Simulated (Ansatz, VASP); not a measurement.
BP: VASP beside Ansatz

File INCAR:

```
SYSTEM = BP
  PREC = Accurate
  ENCUT = 520
  EDIFF = 1E-8
  ISMEAR = -1
  SIGMA = 0.05
  LREAL = .FALSE.
  LASPH = .TRUE.
  NELM = 100
  ALGO = Normal
  ISIF = 2
  LWAVE = .FALSE.
  LCHARG = .FALSE.
  GGA = PE
  LEFG = .TRUE.
  NBANDS = 11
```

KPOINTS

```
regular mesh
0
G
  15 15 15
  0 0 0
```

File POSCAR:

```
BP
1.0
    0.0000000000      2.2690000000      2.2916900000
    2.2690000000      0.0000000000      2.2916900000
    2.2690000000      2.2690000000      0.0000000000
B P
1 1
Direct
    0.0000000000      0.0000000000      0.0000000000
    0.7500000000      0.7500000000      0.7500000000
```

Input for Ansatz:

```yaml
crystal:
  lattice:
    - [0.0, 2.269, 2.29169]
    - [2.269, 0.0, 2.29169]
    - [2.269, 2.269, 0.0]
  atoms:
    - { symbol: B, position: [0.0, 0.0, 0.0] }
    - { symbol: P, position: [0.75, 0.75, 0.75] }
kpoints:
  mp_grid: { grid: [15, 15, 15] }
scf:
  occupations: { method: fermi_dirac, width: 0.05 }
hamiltonian:
  xc: pbe
  pseudopotentials: { kind: paw }
output:
  forces: true
  stress: true
  eigenvalues: true
  efg: { contact_densities: true }
  write_density: true
  write_potential: true
  elf: true
  volumetric_format: npy
```

Change from the starting cell: zz strain of +1 %, PAW files.

Alike in both runs: task electric field gradients; functional PBE; k mesh 15 × 15 × 15; occupations fermi-dirac, width 0.05 eV; no spin polarisation.

|  | VASP | Ansatz |
| --- | --- | --- |
| version | VASP 6.6.1 | Ansatz 0.2.0 |
| potentials or method | VASP PAW PBE potentials, release 64 (B, P) | PAW with Ansatz's default frozen-core files, scalar-relativistic |
| plane-wave cutoff (eV) | 520 | 420 |
| valence electrons in the cell | 8 | 8 |

|  | VASP | Ansatz | Ansatz less VASP |
| --- | --- | --- | --- |
| pressure (GPa) | -0.7 | -0.5 | +0.22 |
| traceless stress, the component that is largest in VASP (GPa) | -1.79 | -1.79 | +0.003 |
| size of Vzz on the site where it differs most (V/Å²) | 0.1 | 0.1 | +0.05 |
